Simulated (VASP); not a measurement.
Wanted: the native input for a VASP 6.6.1 run.

```yaml
Task: single point
Functional: PBE
Dispersion: D3(BJ)
Potentials_or_basis: VASP PAW PBE potentials, release 64 (S, Pt)
Cutoff: 520 eV
k_mesh: 3 × 3 × 1
Occupations: gaussian, width 0.05 eV
Spin: no spin polarisation
Dipole_correction: yes
Further_INCAR_settings: ALGO = Normal; EDIFF = 1e-06; NBANDS = 56
```

The structure of PtS2 lies in POSCAR:

```
PtS2
1.0
    7.1666166682      0.0000000000      0.0000000000
   -3.5833083341      6.2064720939      0.0000000000
    0.0000000000      0.0000000000     22.6283432108
S Pt
8 4
Direct
    0.3333333333      0.1666666667      0.3535389191
    0.3333333334      0.6666666667      0.3535389191
    0.8333333333      0.1666666667      0.3535389191
    0.8333333333      0.6666666667      0.3535389191
    0.1662230432      0.3324460865      0.4612378111
    0.1661399589      0.8339764251      0.4609765346
    0.6665067585      0.3330135171      0.4612792932
    0.6678364663      0.8339764251      0.4609765346
    0.0001666301      0.0003332603      0.4071140599
    0.0001339115      0.4999120190      0.4075001630
    0.4999769062     -0.0000461877      0.4073398455
    0.4997781076      0.4999120190      0.4075001630
```

The input as run:

INCAR

```
SYSTEM = PtS2
ALGO = Normal
DIPOL = 0.5 0.5 0.407
EDIFF = 1E-6
ENCUT = 520
GGA = PE
IDIPOL = 3
ISIF = 2
ISMEAR = 0
IVDW = 12
LASPH = .TRUE.
LCHARG = .FALSE.
LDIPOL = .TRUE.
LREAL = .FALSE.
LWAVE = .FALSE.
NBANDS = 56
NELM = 60
PREC = Accurate
SIGMA = 0.05
```

KPOINTS

```
k-points
0
G
  3 3 1
  0 0 0
```

Potentials or basis: VASP PAW PBE potentials, release 64 (S, Pt).

Command:

```sh
$ cat potpaw_PBE.64/S/POTCAR potpaw_PBE.64/Pt/POTCAR > POTCAR
$ mpirun -np 1 vasp_std > vasp.out
```

It gave:

- Largest force: 0.063 eV/Å
- Band gap on the k mesh: 2.03 eV
- Dispersion energy per atom: -0.270 eV

Caveat: spin-orbit coupling is left out, which moves the levels of the heavy elements.

It took 12 min on 1 thread of Intel(R) Xeon(R) Platinum 8259CL CPU @ 2.50GHz (Skylake/Cascade Lake), on a shared host, peak memory 0.99 GiB.
